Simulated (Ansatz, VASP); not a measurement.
## HfN in VASP and in Ansatz

The input INCAR:

```
  ALGO = Normal
  EDIFF = 1E-7
  ENCUT = 520
  GGA = PE
  ISIF = 2
  ISMEAR = 0
  LASPH = True
  LCHARG = True
  LELF = True
  LREAL = False
  LVHAR = True
  LWAVE = False
  NBANDS = 14
  NELM = 100
  PREC = Accurate
  SIGMA = 0.15
```

The input KPOINTS:

```
k-points
0
Gamma
  20 20 20
```

POSCAR

```
HfN
1.0
   -0.7142241755      1.9641164827      1.9641164827
    1.9641164827     -0.7142241755      1.9641164827
    1.9641164827      1.9641164827     -0.7142241755
Hf N
1 1
Direct
    0.0000000000      0.0000000000      0.0000000000
    0.5000000000      0.5000000000      0.5000000000
```

Input for Ansatz:

```yaml
crystal:
  lattice:
    - [-0.7142241755, 1.9641164827, 1.9641164827]
    - [1.9641164827, -0.7142241755, 1.9641164827]
    - [1.9641164827, 1.9641164827, -0.7142241755]
  atoms:
    - { symbol: Hf, position: [0.0, 0.0, 0.0] }
    - { symbol: "N", position: [0.5, 0.5, 0.5] }
basis:
  ecutwfc: 420
kpoints:
  mp_grid: { grid: [20, 20, 20] }
hamiltonian:
  xc: pbe
scf:
  occupations: { method: gaussian, width: 0.15 }
output:
  forces: true
  stress: true
  eigenvalues: true
```

Alike in both runs: task single point; functional PBE; k mesh 20 × 20 × 20; occupations gaussian, width 0.15 eV; no spin polarisation.

```csv
,VASP,Ansatz
version,VASP 6.6.1,Ansatz 0.2.0
potentials or method,"VASP PAW PBE potentials, release 64 (Hf_pv, N), cutoff 520 eV","scalar-relativistic, plane waves, PAW"
valence electrons in the cell,15,31
```

```csv
,VASP,Ansatz,Ansatz less VASP
gap on the k mesh at the Fermi level (eV),none,none,-
pressure (GPa),-2.5,-0.1,+2.39
"traceless stress, the component that is largest in VASP (GPa)",7.01,6.81,-0.200
```

A gap of «none» marks a metal or a gap that the smearing closes. With one functional, cell and mesh, what is left measures potentials, basis and numerics. VASP's potentials hold 15 valence electrons a cell and Ansatz's 31, so a difference there can come from the potentials and not from the codes.

Spin-orbit coupling is off throughout.
